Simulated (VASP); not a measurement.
# K (Pm-3m) in VASP: further runs, part 2 of 2

VASP 6.6.1.

## 3. Single point, LDA

This run uses another cell than the first one, of 73.68 Å³/atom.

INCAR reads:

```
SYSTEM = K
ALGO     = Normal         ! electronic algorithm
EDIFF    = 1E-6           ! SCF threshold, eV
ENCUT    = 500            ! plane-wave cutoff, eV
GGA      = CA             ! functional
GGA_COMPAT= .False.      
ISIF     = 2              ! what is computed and relaxed
ISMEAR   = 1              ! smearing method
LASPH    = .True.         ! aspherical terms in the spheres
LCHARG   = .False.        ! write CHGCAR
LREAL    = .False.        ! projectors in reciprocal space
LWAVE    = .False.        ! write WAVECAR
NBANDS   = 10             ! bands
NELM     = 120            ! most SCF steps
PREC     = Accurate       ! precision mode
SIGMA    = 0.15           ! smearing width, eV
```

KPOINTS reads:

```
k-points
0
Gamma
  6 6 6
  0 0 0
```

POSCAR reads:

```
K
1.0
    4.1922852841      0.0000000000      0.0000000000
    0.0000000000      4.1922852841      0.0000000000
    0.0000000000      0.0000000000      4.1922852841
K
1
Direct
    0.0000000000      0.0000000000      0.0000000000
```

Potentials or basis: VASP PAW LDA potentials, release 64 (K_sv).

On the command line:

```sh
cat potpaw_LDA.64/K_sv/POTCAR > POTCAR
mpirun -np 1 vasp_std > vasp.out
```

OUTCAR:

```text
SYSTEM = K
   EDIFF = 1E-6
   ENCUT = 500
   GGA = CA
   ISIF = 2
   ISMEAR = 1
   LASPH = .True.
   LREAL = .False.
   NELM = 120
   PREC = Accurate

 ion  position               nearest neighbor table
   1  0.000  0.000  0.000-

  LATTYP: Found a simple cubic cell.
 ALAT       =     4.1922852841

  Lattice vectors:

 A1 = (   4.1922852841,   0.0000000000,   0.0000000000)
 A2 = (   0.0000000000,   4.1922852841,   0.0000000000)
 A3 = (   0.0000000000,   0.0000000000,   4.1922852841)

Analysis of symmetry for initial positions (statically):
=====================================================================
 Subroutine PRICEL returns:
 Original cell was already a primitive cell.

 Routine SETGRP: Setting up the symmetry group for a
 simple cubic supercell.

 Subroutine GETGRP returns: Found 48 space group operations
 (whereof 48 operations were pure point group operations)
 out of a pool of 48 trial point group operations.

The static configuration has the point symmetry O_h .

Analysis of symmetry for dynamics (positions and initial velocities):
=====================================================================
 Subroutine PRICEL returns:
 Original cell was already a primitive cell.

 Routine SETGRP: Setting up the symmetry group for a
 simple cubic supercell.

 Subroutine GETGRP returns: Found 48 space group operations
 (whereof 48 operations were pure point group operations)
 out of a pool of 48 trial point group operations.

The dynamic configuration has the point symmetry O_h .

 Subroutine INISYM returns: Found 48 space group operations
 (whereof 48 operations are pure point group operations),
 and found     1 'primitive' translations

[... 108 lines left out ...]
  volume/ion in A,a.u.               =      73.68       497.22
  Fermi-wavevector in a.u.,A,eV,Ry     =   0.812278  1.534983  8.977070  0.659796
  Thomas-Fermi vector in A             =   1.921792
   LORBIT       =      0    0 simple, 1 ext, 2 COOP (PROOUT), +10 PAW based schemes
   GGA     = CA    functional components
   LHFCALC =     F    Hartree Fock is set to
   AEXX    =    0.0000 exact exchange contribution
   IVDW    =     0    specifies the selected vdW correction
   LEPSILON=     F    determine dielectric tensor
   LRPA    =     F    only Hartree local field effects (RPA)
 non-spin polarized calculation
 Methfessel and Paxton  Order N= 1 SIGMA  =   0.15
  energy-cutoff  :      500.00
  volume of cell :       73.68
 maximum number of plane-waves:      1890
 NGX is ok and might be reduce to    32
   NGX = 15   NGY = 15   NGZ = 15

 number of electron       8.9999998 magnetization

 Free energy of the ion-electron system (eV)
  ---------------------------------------------------
  ext. energy  EPLUGINS =         0.00000000
  ---------------------------------------------------
  free energy    TOTEN  =        -1.04448667 eV

  energy without entropy =       -1.04187706  energy(sigma->0) =       -1.04361680

 E-fermi :  -0.2167     XC(G=0):  -5.8515

 val. band max:       -0.3917928100   @ k =   0.5000   0.0000   0.0000
 cond. band min:      -0.2146653405   @ k =   0.3333   0.3333   0.1667
 fundamental gap:      0.1771274695
 Fermi energy:        -0.2166633787

 k-point     1 :       0.0000    0.0000    0.0000
  band No.  band energies     occupation
      1     -32.2642      2.00000
      2     -15.9263      2.00000
      3     -15.9263      2.00000
      4     -15.9263      2.00000
      5      -2.4577      2.00000
      6       2.5025     -0.00000
      7       2.5025     -0.00000
      8       5.8929      0.00000
      9       5.8930      0.00000
     10       5.8932      0.00000
[... 235 lines left out ...]
 k-point    20 :       0.5000    0.5000    0.5000
  band No.  band energies     occupation
      1     -32.2455      2.00000
      2     -16.0126      2.00000
      3     -16.0126      2.00000
      4     -16.0126      2.00000
      5       1.9695     -0.00000
      6       1.9695     -0.00000
      7       1.9695     -0.00000
      8       4.2107      0.00000
      9       4.2107      0.00000
     10       4.2386      0.00000

------------------------ aborting loop because EDIFF is reached ----------------------------------------

  FORCE on cell =-STRESS in cart. coord.  units (eV):
  Direction    XX          YY          ZZ          XY          YZ          ZX
  --------------------------------------------------------------------------------------
  -------------------------------------------------------------------------------------
  Total       -0.1101638     -0.1101638     -0.1101638      0.0000000     -0.0000000      0.0000000
  in kB       -2.3955044     -2.3955044     -2.3955044      0.0000000     -0.0000000      0.0000000
  external PRESSURE =      -2.3955044 kB  Pullay stress =       0.0000000 kB

 VOLUME and BASIS-vectors are now :
 -----------------------------------------------------------------------------
  energy-cutoff  :      500.00
  volume of cell :       73.68
      direct lattice vectors                 reciprocal lattice vectors
     4.192285284  0.000000000  0.000000000     0.238533385  0.000000000  0.000000000
     0.000000000  4.192285284  0.000000000     0.000000000  0.238533385  0.000000000
     0.000000000  0.000000000  4.192285284     0.000000000  0.000000000  0.238533385

 POSITION                                       TOTAL-FORCE (eV/Angst)
 -----------------------------------------------------------------------------------
      0.00000      0.00000      0.00000         0.000000      0.000000      0.000000
 -----------------------------------------------------------------------------------
    total drift:                               -0.000000      0.000000      0.000000

  FREE ENERGIE OF THE ION-ELECTRON SYSTEM (eV)
  ---------------------------------------------------
  free  energy   TOTEN  =        -1.0444866740 eV

  energy  without entropy=       -1.0418770583  energy(sigma->0) =       -1.04361680
```

Wall time 15 s (1 thread of Intel Xeon 8259CL, shared host); peak memory 0.15 GiB.

What came out:

```
Free energy            : -1.0445 eV
Pressure               : -0.2 GPa
Band gap on the k mesh : zero (an odd number of electrons rules out a gap without spin polarisation)
```

Levels at points of the mesh, in eV from the Fermi level:
```
           k point  band 2  band 3  band 4  band 5  band 6  band 7
(0.00, 0.00, 0.00)  -15.71  -15.71  -15.71   -2.24    2.72    2.72
(0.50, 0.00, 0.00)  -15.82  -15.70  -15.70   -0.18    0.18    3.31
(0.50, 0.50, 0.00)  -15.81  -15.81  -15.69    1.05    1.97    2.22
(0.50, 0.50, 0.50)  -15.80  -15.80  -15.80    2.19    2.19    2.19
```

The gap in the log of VASP goes by the Fermi energy; the results here count the filled bands.